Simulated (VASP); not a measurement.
Runs of VASP 6.6.1 on Sb. The structure is that of space group I4/mmm (No. 139), or close to it. The cells are those of the table. 

| cell | gap on the mesh (eV) | pressure (GPa) |
| --- | --- | --- |
| a = 3.353, b = 3.525, c = 3.525 Å, angles 56.8, 61.6, 61.6°, 1 atom | none | -5.9 |
| a = 3.353, b = 3.230, c = 3.230 Å, angles 62.5, 58.7, 58.7°, 1 atom | none | (a) |
| a = 3.353, b = 3.190, c = 3.190 Å, angles 63.4, 58.3, 58.3°, 1 atom | none | 7.2 |
| a = 3.353, b = 3.503, c = 3.503 Å, angles 57.2, 61.4, 61.4°, 1 atom | none | -5.4 |

Alike in all rows: task single point; level PBEsol; potentials or basis VASP PAW PBE potentials, release 64 (Sb); no spin polarisation; k mesh 18 × 18 × 18; cutoff (eV) 520; smearing gaussian 0.15 eV.

Question: Estimate the missing entries.

Answer: (a) 4.6.

Caveats: the PAW data sets were made with another functional, which shifts forces and pressure a little; spin-orbit coupling is left out, which moves the levels of the heavy elements.

A k mesh can miss the band edges, and the runs leave out spin-orbit coupling on Sb.

A gap of «none» marks levels without a gap at the run's occupations.
